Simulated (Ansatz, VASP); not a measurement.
Two plane-wave programs on BiTe3

```
Bi Te
1.0
     6.23629    0.00000    0.00000
     0.00000    6.23629    0.00000
     0.00000    0.00000    6.23629
Bi Te
1 3
Direct
  0.00000 0.00000 0.00000
  0.50000 0.00000 0.00000
  0.00000 0.00000 0.50000
  0.00000 0.50000 0.00000
```

Alike in both runs: task single point; functional PBE; k mesh 6 × 6 × 6; occupations gaussian, width 0.05 eV; no spin polarisation.

|  | VASP | Ansatz |
| --- | --- | --- |
| version | VASP 6.6.1 | Ansatz 0.2.0 |
| potentials or method | VASP PAW PBE potentials, release 64 (Bi_d, Te), cutoff 520 eV | scalar-relativistic, plane waves, PAW |
| valence electrons in the cell | 33 | 63 |

```tsv
	VASP	Ansatz	Ansatz less VASP
gap on the k mesh at the Fermi level (eV)	none	none	-
pressure (GPa)	-1.6	-1.6	+0.02
```

A gap of «none» marks a metal or a gap that the smearing closes. VASP's potentials hold 33 valence electrons a cell and Ansatz's 63, so a difference there can come from the potentials and not from the codes.

Neither program's run includes spin-orbit coupling.
